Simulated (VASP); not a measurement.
# AlN (F-43m) in VASP: notebook, part 2 of 2

VASP 6.6.1.

## Step 4: Dielectric tensor, PBE

INCAR

```
PREC = Accurate ; ENCUT = 520
EDIFF = 1E-8 ; ISMEAR = 0
SIGMA = 0.01 ; LREAL = F
LASPH = T ; NELM = 100
ALGO = Normal ; ISIF = 2
LWAVE = F ; LCHARG = F
GGA = PE ; LEPSILON = T
```

KPOINTS

```
regular mesh
0
Gamma
  10 10 10
```

POSCAR

```
AlN
1.0
    0.0000000000      2.1839935596      2.1839935596
    2.1839935596      0.0000000000      2.1839935596
    2.1839935596      2.1839935596      0.0000000000
Al N
1 1
Direct
    0.0000000000      0.0000000000      0.0000000000
    0.2500000000      0.2500000000      0.2500000000
```

Potentials or basis: VASP PAW PBE potentials, release 64 (Al, N).

Launch:

```
$ cat potpaw_PBE.64/Al/POTCAR potpaw_PBE.64/N/POTCAR > POTCAR
$ mpirun -np 1 vasp_std > vasp.out
```

OUTCAR:

```text
PREC = Accurate
   ENCUT = 520
   EDIFF = 1E-8
   ISMEAR = 0
   LREAL = F
   LASPH = T
   NELM = 100
   ISIF = 2
   GGA = PE
   LEPSILON = T

 ion  position               nearest neighbor table
   1  0.000  0.000  0.000-   2 1.89   2 1.89   2 1.89   2 1.89
   2  0.250  0.250  0.250-   1 1.89   1 1.89   1 1.89   1 1.89

  LATTYP: Found a face centered cubic cell.
 ALAT       =     4.3679871192

  Lattice vectors:

 A1 = (   0.0000000000,   2.1839935596,   2.1839935596)
 A2 = (   2.1839935596,   0.0000000000,   2.1839935596)
 A3 = (   2.1839935596,   2.1839935596,   0.0000000000)

Analysis of symmetry for initial positions (statically):
=====================================================================
 Subroutine PRICEL returns:
 Original cell was already a primitive cell.

 Routine SETGRP: Setting up the symmetry group for a
 face centered cubic supercell.

 Subroutine GETGRP returns: Found 24 space group operations
 (whereof 24 operations were pure point group operations)
 out of a pool of 48 trial point group operations.

The static configuration has the point symmetry T_d .

Analysis of symmetry for dynamics (positions and initial velocities):
=====================================================================
 Subroutine PRICEL returns:
 Original cell was already a primitive cell.

 Routine SETGRP: Setting up the symmetry group for a
 face centered cubic supercell.

 Subroutine GETGRP returns: Found 24 space group operations
 (whereof 24 operations were pure point group operations)
 out of a pool of 48 trial point group operations.

The dynamic configuration has the point symmetry T_d .

 Subroutine INISYM returns: Found 24 space group operations
 (whereof 24 operations are pure point group operations),
[... 440 lines left out ...]

 HEAD OF MICROSCOPIC STATIC DIELECTRIC TENSOR (INDEPENDENT PARTICLE, excluding Hartree and local field effects)
 ------------------------------------------------------
           4.721521     0.000000    -0.000000
          -0.000000     4.721521     0.000000
          -0.000000     0.000000     4.721521
 ------------------------------------------------------

 Free energy of the ion-electron system (eV)
  ---------------------------------------------------
  ---------------------------------------------------
  free energy    TOTEN  =        -0.22682432 eV

  energy without entropy =       -0.22682432

------------------------ aborting loop because EDIFF is reached ----------------------------------------

--------------------------------------- Ionic step        2  -------------------------------------------

------------------------ aborting loop because EDIFF is reached ----------------------------------------

--------------------------------------- Ionic step        3  -------------------------------------------

 Free energy of the ion-electron system (eV)
  ---------------------------------------------------
  ---------------------------------------------------
  free energy    TOTEN  =        -0.22682434 eV

  energy without entropy =       -0.22682434

------------------------ aborting loop because EDIFF is reached ----------------------------------------

 PIEZOELECTRIC TENSOR FIELD DIRECTION 3  (e Angst)
 -----------------------------------------------------------------------------
    -0.00042 -0.80770  0.00000           ( -0.00000 -0.00341  0.00000)
    -0.80770 -0.00042  0.00000           ( -0.00341 -0.00000  0.00000)
     0.00000  0.00000  0.00043           (  0.00000  0.00000 -0.00000)

 PIEZOELECTRIC TENSOR FIELD DIRECTION 3  (C/m^2)
 -----------------------------------------------------------------------------
    -0.00032 -0.62112  0.00000
    -0.62112 -0.00032  0.00000
     0.00000  0.00000  0.00033

 MACROSCOPIC STATIC DIELECTRIC TENSOR (including local field effects in DFT)
 ------------------------------------------------------
           4.576741     0.000000    -0.000000
           0.000000     4.576741     0.000000
          -0.000000     0.000000     4.576741
 ------------------------------------------------------

 PIEZOELECTRIC TENSOR (including local field effects)  for field in x, y, z        (e  Angst)
          XX          YY          ZZ          XY          YZ          ZX
  --------------------------------------------------------------------------------
  x    -0.00000    -0.00000    -0.00000     0.00000    -0.80742     0.00000
  y     0.00000    -0.00000    -0.00000     0.00000     0.00000    -0.80742
  z    -0.00000    -0.00000     0.00000    -0.80742     0.00000     0.00000

 PIEZOELECTRIC TENSOR (including local field effects)  for field in x, y, z        (C/m^2)
          XX          YY          ZZ          XY          YZ          ZX
  --------------------------------------------------------------------------------
  x    -0.00000    -0.00000    -0.00000     0.00000    -0.62091     0.00000
  y     0.00000    -0.00000    -0.00000     0.00000     0.00000    -0.62091
  z    -0.00000    -0.00000     0.00000    -0.62091     0.00000     0.00000

 BORN EFFECTIVE CHARGES (including local field effects) (in |e|, cummulative output)
 ---------------------------------------------------------------------------------
 ion    1
    1     2.53381     0.00000     0.00000
    2    -0.00000     2.53381     0.00000
    3     0.00000    -0.00000     2.53381
 ion    2
    1    -2.53381    -0.00000    -0.00000
    2     0.00000    -2.53381    -0.00000
    3     0.00000     0.00000    -2.53381
```

OSZICAR:

```text
N       E                     dE             d eps       ncg     rms          rms(c)
DAV:   1     0.110576751482E+02    0.11058E+02   -0.41477E+03   800   0.840E+02
DAV:   2    -0.166627984882E+02   -0.27720E+02   -0.25990E+02  1008   0.144E+02
DAV:   3    -0.172191308950E+02   -0.55633E+00   -0.55633E+00   920   0.263E+01
[... 12 lines left out ...]
RMM:   5    -0.226561436087E+00   -0.24034E-02   -0.10105E-04  4554   0.999E-02    0.103E-02
RMM:   6    -0.226696284353E+00   -0.13485E-03   -0.16128E-06  4830   0.126E-02    0.447E-03
RMM:   7    -0.226824189731E+00   -0.12791E-03   -0.59659E-07  4676   0.783E-03    0.333E-04
RMM:   8    -0.226824039144E+00    0.15059E-06   -0.80682E-09  4964   0.551E-04    0.124E-04
RMM:   9    -0.226824308887E+00   -0.26974E-06   -0.23707E-09  4234   0.335E-04    0.123E-05
RMM:  10    -0.226824337137E+00   -0.28250E-07    0.12085E-12  2723   0.380E-05    0.388E-06
```

stdout:

```text
POSCAR found type information on POSCAR AlN
 POSCAR found :  2 types and       2 ions
 scaLAPACK will be used
 LDA part: xc-table for (Slater+PW92), standard interpolation
 POSCAR, INCAR and KPOINTS ok, starting setup
 FFT: planning ... GRIDC
 FFT: planning ... GRID_SOFT
 FFT: planning ... GRID
 WAVECAR not read
 entering main loop
 Linear response reoptimize wavefunctions to high precision
 Linear response G [H, r] |phi>, progress :
  Direction:   1
 Linear response G [H, r] |phi>, progress :
  Direction:   2
 Linear response G [H, r] |phi>, progress :
  Direction:   3
 Linear response to external field (no local field effect), progress :
  Direction:   1
 dielectric tensor                  component  1 :     5.434     1.704     0.330
 Linear response to external field (no local field effect), progress :
  Direction:   2
 dielectric tensor                  component  2 :     1.704     5.225    -0.325
 Linear response to external field (no local field effect), progress :
  Direction:   3
 dielectric tensor                  component  3 :     0.330    -0.326     3.505
 Linear response to external field, progress :
  Direction:   1
 dielectric tensor                  component  1 :     4.577     0.678     0.379
 Linear response to external field, progress :
  Direction:   2
 dielectric tensor                  component  2 :     0.533     4.577     0.437
 Linear response to external field, progress :
  Direction:   3
 dielectric tensor                  component  3 :     0.428     0.629     4.577
 Born effective charges drift removed
```

Run time: 2.7 min. Hardware: 1 thread of Intel Xeon 6975P-C, shared host; peak memory 0.2 GiB.

What came out:

| Property | Result |
| --- | --- |
| Band gap on the k mesh | 3.32 eV, indirect (least direct gap 4.20 eV) |
| Electronic dielectric tensor (diagonal) | 4.58 |
| Born charges (mean of the diagonal) | Al +2.53; N -2.53 e |

Levels at points of the mesh, in eV from the valence-band top:
| k point | band 1 | band 2 | band 3 | band 4 | band 5 | band 6 | band 7 | band 8 |
| --- | --- | --- | --- | --- | --- | --- | --- | --- |
| (0.00, 0.00, 0.00) | -14.98 | 0.00 | 0.00 | 0.00 | 4.20 | 12.56 | 12.56 | 12.56 |
| (0.50, 0.00, 0.00) | -12.93 | -5.85 | -0.48 | -0.48 | 7.38 | 9.86 | 11.15 | 11.15 |
| (0.50, 0.50, 0.00) | -12.30 | -4.90 | -1.77 | -1.77 | 3.32 | 8.62 | 13.96 | 15.73 |

Electronic dielectric tensor:
```
4.58 0.00 0.00
0.00 4.58 0.00
0.00 0.00 4.58
```

Born effective charge tensors (e):
atom 1, Al
```
2.53 0.00 0.00
0.00 2.53 0.00
0.00 0.00 2.53
```
atom 2, N
```
-2.53  0.00  0.00
 0.00 -2.53  0.00
 0.00  0.00 -2.53
```

## Step 5: Overview

| level | potentials or basis | gap on the mesh (eV) |
| --- | --- | --- |
| LDA | VASP PAW LDA potentials, release 64 (Al, N) | 3.22 |
| PBEsol | VASP PAW PBE potentials, release 64 (Al, N) | 3.19 |
| PBE | VASP PAW PBE potentials, release 64 (Al, N) | 3.32 |

Alike in all rows: task dielectric tensor; no spin polarisation; cell as given; k mesh 10 × 10 × 10; cutoff (eV) 520; smearing gaussian 0.01 eV.

Total energies depend on the potentials used, so only differences within one code and one set of settings carry meaning.
